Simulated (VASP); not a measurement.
Set up this calculation in VASP 6.6.1, as the native input.

- Task: relaxation of cell and atoms
- Functional: PBE
- Potentials or basis: VASP PAW PBE potentials, release 64 (K_sv, Br)
- Cutoff: 600 eV
- k mesh: 6 × 6 × 6
- Occupations: gaussian, width 0.02 eV
- Spin: no spin polarisation
- Dipole correction: no
- Further INCAR settings: ALGO = Normal; EDIFF = 1e-06; IBRION = 2; EDIFFG = -0.01; NSW = 100; ISIF = 3

The structure of KBr lies in POSCAR:

```
KBr
1.0
    2.6339589900      1.5207169300      4.3336891200
   -2.6339589900      1.5207169300      4.3336891200
    0.0000000000     -3.0414338600      4.3336891200
K Br
1 1
Direct
    0.2487566200      0.2487566200      0.2487566200
    0.0000000000      0.0000000000      0.0000000000
```

The input as run:

INCAR

```
PREC = Accurate
ENCUT = 600
EDIFF = 1E-6
ISMEAR = 0
SIGMA = 0.02
LREAL = F
LASPH = T
NELM = 80
ALGO = Normal
ISIF = 3
LWAVE = F
LCHARG = F
GGA = PE
IBRION = 2
NSW = 100
EDIFFG = -0.01
```

KPOINTS

```
regular mesh
0
Gamma
  6 6 6
```

Potentials or basis: VASP PAW PBE potentials, release 64 (K_sv, Br).

The run is started by

```bash
$ cat potpaw_PBE.64/K_sv/POTCAR potpaw_PBE.64/Br/POTCAR > POTCAR
$ mpirun -np 1 vasp_std > vasp.out
```

Results of the run:

* Relaxed volume: 51.68 Å³/atom
* Relaxed cell: a = 5.279 Å, b = 5.279 Å, c = 5.279 Å, α = 59.71°, β = 59.71°, γ = 59.71°
* Space group after relaxing (to 0.1 Å): F-43m (No. 216)
* Energy gained by relaxing: 0.1 meV/atom
* Ionic steps: 3
* Pressure after relaxing: 0.0 GPa
* Largest force after relaxing: 0.004 eV/Å
* Band gap on the k mesh: 4.23 eV (least direct gap 4.24 eV)

Run time: 44 s on 1 thread of Intel(R) Xeon(R) 6975P-C (Granite Rapids), on a shared host, peak memory 0.29 GiB.
